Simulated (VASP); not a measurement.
Here is a VASP 6.6.1 calculation.

INCAR

```
SYSTEM = TaAs
PREC = Accurate
ENCUT = 520
EDIFF = 1E-6
ISMEAR = -1
SIGMA = 0.05
LREAL = .FALSE.
LASPH = .TRUE.
NELM = 60
ALGO = Normal
ISIF = 2
LWAVE = .FALSE.
LCHARG = .TRUE.
GGA = PS
LELF = .TRUE.
LVHAR = .TRUE.
NBANDS = 24
```

Contents of KPOINTS:

```
regular mesh
0
G
  11 11 11
  0 0 0
```

File POSCAR:

```
TaAs
1.0
   -1.6923571800      1.6923571800      5.6654390553
    1.6923571800     -1.6923571800      5.6654390553
    1.6923571800      1.6923571800     -5.6654390553
Ta As
2 2
Direct
    0.5006958065      0.5006958065      0.0000000000
    0.2506958065      0.7506958065      0.5000000000
    0.0819036135      0.0819036135      0.0000000000
    0.8319036135      0.3319036135      0.5000000000
```

Potentials or basis: VASP PAW PBE potentials, release 64 (Ta_pv, As).

Launch:

```console
$ cat potpaw_PBE.64/Ta_pv/POTCAR potpaw_PBE.64/As/POTCAR > POTCAR
$ mpirun -np 1 vasp_std > vasp.out
```

Problem. What does it give for the pressure?

Solution. 10.9 GPa.

Stress tensor (GPa, compression positive):
```
10.95  0.00  0.00
 0.00 10.95  0.00
 0.00  0.00 10.76
```

Caveat: the cell stands under pressure; the PAW data sets were made with another functional, which shifts forces and pressure a little.
